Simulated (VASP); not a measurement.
# SrH12Br2O6 (P321) in VASP: single point with PBE

Aim: the single point of SrH12Br2O6 with PBE.

Program: VASP 6.6.1. These are calculated values, not measurements. Logs are shortened: lines on timing, memory, paths and dates and some standing lists are left out, and cuts for length are marked.

### Step 1. The cell of the first run

Symmetry: P321, No. 150, trigonal system. The conventional cell has a = 8.204 Å, b = 8.204 Å, c = 4.159 Å, α = 90.00°, β = 90.00°, γ = 120.00°. Sr (site symmetry 32) has 9 O at 2.57 to 2.73 Å and 18 H at 3.22 to 3.29 Å within 3.4 Å. Within 1.3 Å of H (site symmetry 1) lie 1 O at 0.98 Å. H (site symmetry 1) has 1 O at 0.99 Å within 1.3 Å. Within 3.1 Å of Br (site symmetry 3) lie 6 H at 2.35 to 2.38 Å. Within 1.3 Å of O (site symmetry 2) lie 2 H at 0.99 Å. Within 1.3 Å of O (site symmetry 2) lie 2 H at 0.98 Å.

### Step 2. Single point, PBE

INCAR reads:

```
  PREC = Accurate
  ENCUT = 520
  EDIFF = 1E-6
  ISMEAR = -1
  SIGMA = 0.02
  LREAL = Auto
  LASPH = True
  NELM = 80
  ALGO = Normal
  ISIF = 2
  LWAVE = False
  LCHARG = False
  GGA = PE
  NBANDS = 52
```

KPOINTS reads:

```
regular mesh
0
Gamma
  3 3 5
```

POSCAR reads:

```
SrH12Br2O6
1.0
    8.2040000000      0.0000000000      0.0000000000
   -4.1020000000      7.1048724126      0.0000000000
    0.0000000000      0.0000000000      4.1590000000
Sr H Br O
1 12 2 6
Direct
    0.0000000000      0.0000000000      0.0000000000
    0.0958604894      0.4331783092      0.9056337415
    0.5668216908      0.6626821802      0.9056337415
    0.3373178198      0.9041395106      0.9056337415
    0.4331783092      0.0958604894      0.0943662585
    0.6626821802      0.5668216908      0.0943662585
    0.9041395106      0.3373178198      0.0943662585
    0.3446714694      0.2356021041      0.5135799596
    0.7643978959      0.1090693653      0.5135799596
    0.8909306347      0.6553285306      0.5135799596
    0.2356021041      0.3446714694      0.4864200404
    0.1090693653      0.7643978959      0.4864200404
    0.6553285306      0.8909306347      0.4864200404
    0.3333333333      0.6666666667      0.5847148165
    0.6666666667      0.3333333333      0.4152851835
    0.7838876809      0.0000000000      0.5000000000
    0.0000000000      0.7838876809      0.5000000000
    0.2161123191      0.2161123191      0.5000000000
    0.3132492948      0.0000000000      0.0000000000
    0.0000000000      0.3132492948      0.0000000000
    0.6867507052      0.6867507052      0.0000000000
```

Potentials or basis: VASP PAW PBE potentials, release 64 (Sr_sv, H, Br, O).

The run is started by

```bash
$ cat potpaw_PBE.64/Sr_sv/POTCAR potpaw_PBE.64/H/POTCAR potpaw_PBE.64/Br/POTCAR potpaw_PBE.64/O/POTCAR > POTCAR
$ mpirun -np 1 vasp_std > vasp.out
```

OUTCAR:

```text
PREC = Accurate
   ENCUT = 520
   EDIFF = 1E-6
   ISMEAR = -1
   LREAL = Auto
   LASPH = True
   NELM = 80
   ISIF = 2
   GGA = PE

 ion  position               nearest neighbor table
   1  0.000  0.000  0.000-  20 2.57  21 2.57  19 2.57  18 2.73  17 2.73  17 2.73  18 2.73  16 2.73
                            16 2.73
   2  0.096  0.433  0.906-  20 0.98
   3  0.567  0.663  0.906-  21 0.98
   4  0.337  0.904  0.906-  19 0.98
   5  0.433  0.096  0.094-  19 0.98
   6  0.663  0.567  0.094-  21 0.98
   7  0.904  0.337  0.094-  20 0.98
   8  0.345  0.236  0.514-  18 0.99
   9  0.764  0.109  0.514-  16 0.99
  10  0.891  0.655  0.514-  17 0.99
  11  0.236  0.345  0.486-  18 0.99
  12  0.109  0.764  0.486-  17 0.99
  13  0.655  0.891  0.486-  16 0.99
  14  0.333  0.667  0.585-
  15  0.667  0.333  0.415-
  16  0.784  0.000  0.500-  13 0.99   9 0.99   1 2.73   1 2.73
  17  0.000  0.784  0.500-  10 0.99  12 0.99   1 2.73   1 2.73
  18  0.216  0.216  0.500-  11 0.99   8 0.99   1 2.73   1 2.73
  19  0.313  0.000  0.000-   4 0.98   5 0.98   1 2.57
  20  0.000  0.313  0.000-   2 0.98   7 0.98   1 2.57
  21  0.687  0.687  0.000-   6 0.98   3 0.98   1 2.57

  LATTYP: Found a hexagonal cell.
 ALAT       =     8.2040000000
 C/A-ratio  =     0.5069478303

  Lattice vectors:

 A1 = (   8.2040000000,   0.0000000000,   0.0000000000)
 A2 = (  -4.1020000000,   7.1048724126,   0.0000000000)
 A3 = (   0.0000000000,   0.0000000000,   4.1590000000)

Analysis of symmetry for initial positions (statically):
=====================================================================
 Subroutine PRICEL returns:
 Original cell was already a primitive cell.

 Routine SETGRP: Setting up the symmetry group for a
 hexagonal supercell.

 Subroutine GETGRP returns: Found  6 space group operations
 (whereof  6 operations were pure point group operations)
 out of a pool of 24 trial point group operations.

The static configuration has the point symmetry D_3 .

Analysis of symmetry for dynamics (positions and initial velocities):
=====================================================================
 Subroutine PRICEL returns:
 Original cell was already a primitive cell.

 Routine SETGRP: Setting up the symmetry group for a
 hexagonal supercell.

 Subroutine GETGRP returns: Found  6 space group operations
 (whereof  6 operations were pure point group operations)
 out of a pool of 24 trial point group operations.

The dynamic configuration has the point symmetry D_3 .

 Subroutine INISYM returns: Found  6 space group operations
 (whereof  6 operations are pure point group operations),
 and found     1 'primitive' translations

----------------------------------------------------------------------------------------

                                     Primitive cell

  volume of cell :     242.4213

  direct lattice vectors                    reciprocal lattice vectors
     8.204000000  0.000000000  0.000000000     0.121891760  0.070374241  0.000000000
    -4.102000000  7.104872413  0.000000000     0.000000000  0.140748481  0.000000000
     0.000000000  0.000000000  4.159000000     0.000000000  0.000000000  0.240442414

  length of vectors
     8.204000000  8.204000000  4.159000000     0.140748481  0.140748481  0.240442414

  position of ions in fractional coordinates (direct lattice)
     0.000000000  0.000000000  0.000000000
     0.095860489  0.433178309  0.905633741
     0.566821691  0.662682180  0.905633741
     0.337317820  0.904139511  0.905633741
     0.433178309  0.095860489  0.094366259
     0.662682180  0.566821691  0.094366259
[... 13 lines left out ...]
     0.000000000  0.313249295  0.000000000
     0.686750705  0.686750705  0.000000000

  ion indices of the primitive-cell ions
   primitive index   ion index
                 1           1
                 2           2
                 3           3
                 4           4
                 5           5
                 6           6
[... 13 lines left out ...]
                20          20
                21          21

----------------------------------------------------------------------------------------

 KPOINTS: regular mesh

Automatic generation of k-mesh.
 Grid dimensions read from file:
 generate k-points for:    3    3    5

 Generating k-lattice:

  Cartesian coordinates                     Fractional coordinates (reciprocal lattice)
     0.040630587  0.023458080  0.000000000     0.333333333 -0.000000000  0.000000000
     0.000000000  0.046916160  0.000000000     0.000000000  0.333333333  0.000000000
     0.000000000  0.000000000  0.048088483     0.000000000  0.000000000  0.200000000

  Length of vectors
     0.046916160  0.046916160  0.048088483

  Shift w.r.t. Gamma in fractional coordinates (k-lattice)
     0.000000000  0.000000000  0.000000000

 Subroutine IBZKPT returns following result:
 ===========================================

 Found     11 irreducible k-points:

 Following reciprocal coordinates:
            Coordinates               Weight
  0.000000  0.000000  0.000000      1.000000
  0.333333  0.000000  0.000000      6.000000
  0.333333  0.333333  0.000000      2.000000
  0.000000  0.000000  0.200000      2.000000
  0.333333  0.000000  0.200000      6.000000
  0.000000  0.333333  0.200000      6.000000
  0.333333  0.333333  0.200000      4.000000
  0.000000  0.000000  0.400000      2.000000
  0.333333  0.000000  0.400000      6.000000
  0.000000  0.333333  0.400000      6.000000
  0.333333  0.333333  0.400000      4.000000
   k-points           NKPTS =     11   k-points in BZ     NKDIM =     11   number of bands    NBANDS=     52
   number of dos      NEDOS =    301   number of ions     NIONS =     21
   total plane-waves  NPLWV = 131072
   dimension x,y,z NGX =    64 NGY =   64 NGZ =   32
   dimension x,y,z NGXF=   128 NGYF=  128 NGZF=   64
   ions per type =               1  12   2   6
   NGX,Y,Z   is equivalent  to a cutoff of  12.97, 12.97, 12.79 a.u.
   NGXF,Y,Z  is equivalent  to a cutoff of  25.94, 25.94, 25.58 a.u.
 SYSTEM =  unknown system
   PREC   = accura    normal or accurate (medium, high low for compatibility)
   ISTART =      0    job   : 0-new  1-cont  2-samecut
   ICHARG =      2    charge: 1-file 2-atom 10-const
   ISPIN  =      1    spin polarized calculation?
   LNONCOLLINEAR =      F non collinear calculations
   LSORBIT =      F    spin-orbit coupling
   LASPH  =      T    aspherical Exc in radial PAW
   ENCUT  =  520.0 eV  38.22 Ry    6.18 a.u.  15.25 15.25  7.73*2*pi/ulx,y,z
   NELM   =     80;   NELMIN=  2; NELMDL= -5     # of ELM steps
   EDIFF  = 0.1E-05   stopping-criterion for ELM
   LREAL  =      T    real-space projection
   EDIFFG = 0.1E-04   stopping-criterion for IOM
   NSW    =      0    number of steps for IOM
   IBRION =     -1    ionic relax: 0-MD 1-quasi-New 2-CG
   NFREE  =      0    steps in history (QN), initial steepest desc. (CG)
   ISIF   =      2    stress and relaxation
   ISYM   =      2    0-nonsym 1-usesym 2-fastsym
   POTIM  = 0.5000    time-step for ionic-motion
   TEBEG  =    0.0;   TEEND  =   0.0 temperature during run
   PSTRESS=    0.0 pullay stress
   NELECT =      72.0000    total number of electrons
   NUPDOWN=      -1.0000    fix difference up-down
   EMIN   =  10.00;   EMAX   =-10.00  energy-range for DOS
   EFERMI =   0.00;   METHOD = LEGACY
   ISMEAR =    -1;   SIGMA  =   0.02  broadening in eV -4-tet -1-fermi 0-gaus
   EFERMI_NEDOS =   21; number of points for ismear=-14 and -15
   IALGO  =     38    algorithm
   IMIX   =      4    mixing-type and parameters
     AMIX     =   0.40;   BMIX     =  1.00
     AMIX_MAG =   1.60;   BMIX_MAG =  1.00
  volume/ion in A,a.u.               =      11.54        77.90
  Fermi-wavevector in a.u.,A,eV,Ry     =   1.092267  2.064085 16.232385  1.193047
  Thomas-Fermi vector in A             =   2.228529
   LORBIT       =      0    0 simple, 1 ext, 2 COOP (PROOUT), +10 PAW based schemes
   GGA     = PE    functional components
   LHFCALC =     F    Hartree Fock is set to
   AEXX    =    0.0000 exact exchange contribution
   IVDW    =     0    specifies the selected vdW correction
   LEPSILON=     F    determine dielectric tensor
   LRPA    =     F    only Hartree local field effects (RPA)
 non-spin polarized calculation
  energy-cutoff  :      520.00
  volume of cell :      242.42
 maximum number of plane-waves:      6567
 NGX is ok and might be reduce to    64
   NGX = 31   NGY = 31   NGZ = 15

 number of electron      72.0000020 magnetization

 Free energy of the ion-electron system (eV)
  ---------------------------------------------------
  ext. energy  EPLUGINS =         0.00000000
  ---------------------------------------------------
  free energy    TOTEN  =      -100.48272134 eV

  energy without entropy =     -100.48272134  energy(sigma->0) =     -100.48272134

 E-fermi :  -0.7268     XC(G=0):  -7.9599

 val. band max:       -1.2435092102   @ k =   0.0000   0.0000   0.0000
 cond. band min:       3.0036697503   @ k =   0.0000   0.0000   0.0000
 fundamental gap:      4.2471789605
 Fermi energy:        -0.7268021543

 k-point     1 :       0.0000    0.0000    0.0000
  band No.  band energies     occupation
      1     -33.6924      2.00000
      2     -20.9891      2.00000
      3     -20.9135      2.00000
      4     -20.9135      2.00000
      5     -20.4985      2.00000
      6     -20.4985      2.00000
[... 40 lines left out ...]
     47       7.7486      0.00000
     48       7.7486      0.00000

 k-point     2 :       0.3333    0.0000    0.0000
  band No.  band energies     occupation
      1     -33.6924      2.00000
      2     -20.9803      2.00000
      3     -20.9225      2.00000
      4     -20.9160      2.00000
      5     -20.4989      2.00000
      6     -20.4971      2.00000
[... 40 lines left out ...]
     47       7.6761      0.00000
     48       7.7105      0.00000

 k-point     3 :       0.3333    0.3333    0.0000
  band No.  band energies     occupation
      1     -33.6924      2.00000
      2     -20.9751      2.00000
      3     -20.9226      2.00000
      4     -20.9226      2.00000
      5     -20.4978      2.00000
      6     -20.4978      2.00000
[... 40 lines left out ...]
     47       7.4480      0.00000
     48       7.7271      0.00000

 k-point     4 :       0.0000    0.0000    0.2000
  band No.  band energies     occupation
      1     -33.6889      2.00000
      2     -20.9907      2.00000
      3     -20.8979      2.00000
      4     -20.8941      2.00000
      5     -20.5039      2.00000
      6     -20.4992      2.00000
[... 295 lines left out ...]
     47       7.6346      0.00000
     48       7.6544      0.00000

 k-point    10 :       0.0000    0.3333    0.4000
  band No.  band energies     occupation
      1     -33.6833      2.00000
      2     -20.9916      2.00000
      3     -20.8703      2.00000
      4     -20.8664      2.00000
      5     -20.5138      2.00000
      6     -20.5085      2.00000
[... 40 lines left out ...]
     47       7.4582      0.00000
     48       7.5926      0.00000

 k-point    11 :       0.3333    0.3333    0.4000
  band No.  band energies     occupation
      1     -33.6833      2.00000
      2     -20.9898      2.00000
      3     -20.8711      2.00000
      4     -20.8677      2.00000
      5     -20.5146      2.00000
      6     -20.5105      2.00000
[... 40 lines left out ...]
     47       7.4871      0.00000
     48       7.8533      0.00000
 [bands above 48 left out]

------------------------ aborting loop because EDIFF is reached ----------------------------------------

  FORCE on cell =-STRESS in cart. coord.  units (eV):
  Direction    XX          YY          ZZ          XY          YZ          ZX
  --------------------------------------------------------------------------------------
  -------------------------------------------------------------------------------------
  Total        1.4915707      1.4915707      1.4024343      0.0000000      0.0000000      0.0000000
  in kB        9.8578813      9.8578813      9.2687730      0.0000000      0.0000000      0.0000000
  external PRESSURE =       9.6615119 kB  Pullay stress =       0.0000000 kB

 VOLUME and BASIS-vectors are now :
 -----------------------------------------------------------------------------
  energy-cutoff  :      520.00
  volume of cell :      242.42
      direct lattice vectors                 reciprocal lattice vectors
     8.204000000  0.000000000  0.000000000     0.121891760  0.070374241  0.000000000
    -4.102000000  7.104872413  0.000000000     0.000000000  0.140748481  0.000000000
     0.000000000  0.000000000  4.159000000     0.000000000  0.000000000  0.240442414

 POSITION                                       TOTAL-FORCE (eV/Angst)
 -----------------------------------------------------------------------------------
      0.00000      0.00000      0.00000         0.000000     -0.000000     -0.000000
     -0.99046      3.07768      3.76653         0.053042      0.064359     -0.045540
      1.93188      4.70827      3.76653        -0.082258      0.013756     -0.045540
     -0.94142      6.42380      3.76653         0.029216     -0.078115     -0.045540
      3.16058      0.68108      0.39247         0.029216      0.078115      0.045540
      3.11154      4.02720      0.39247         0.053042     -0.064359      0.045540
[... 13 lines left out ...]
     -1.28495      2.22560      0.00000         0.017628     -0.030533     -0.000000
      2.81705      4.87928      0.00000         0.017628      0.030533     -0.000000
 -----------------------------------------------------------------------------------
    total drift:                               -0.000001     -0.000001     -0.000000

  FREE ENERGIE OF THE ION-ELECTRON SYSTEM (eV)
  ---------------------------------------------------
  free  energy   TOTEN  =      -100.4827213387 eV

  energy  without entropy=     -100.4827213387  energy(sigma->0) =     -100.48272134
```

Run time: 2.4 min. Hardware: 1 thread of Intel Xeon Platinum 8488C (Sapphire Rapids), shared host; peak memory 0.39 GiB.

Results:

```
Free energy            : -100.4827 eV
Pressure               : 1.0 GPa
Largest force          : 0.096 eV/Å
Band gap on the k mesh : 4.25 eV
```

Forces in eV/Å, atoms in the order of the input:
```
Sr   0.000  0.000  0.000
H    0.053  0.064 -0.046
H   -0.082  0.014 -0.046
H    0.029 -0.078 -0.046
H    0.029  0.078  0.046
H    0.053 -0.064  0.046
H   -0.082 -0.014  0.046
H    0.093 -0.022  0.010
H   -0.027  0.092  0.010
H   -0.066 -0.069  0.010
H   -0.066  0.069 -0.010
H    0.093  0.022 -0.010
H   -0.027 -0.092 -0.010
Br   0.000  0.000 -0.009
Br   0.000  0.000  0.009
O    0.050  0.000  0.000
O   -0.025  0.043  0.000
O   -0.025 -0.043  0.000
O   -0.035  0.000  0.000
O    0.018 -0.031  0.000
O    0.018  0.031  0.000
```
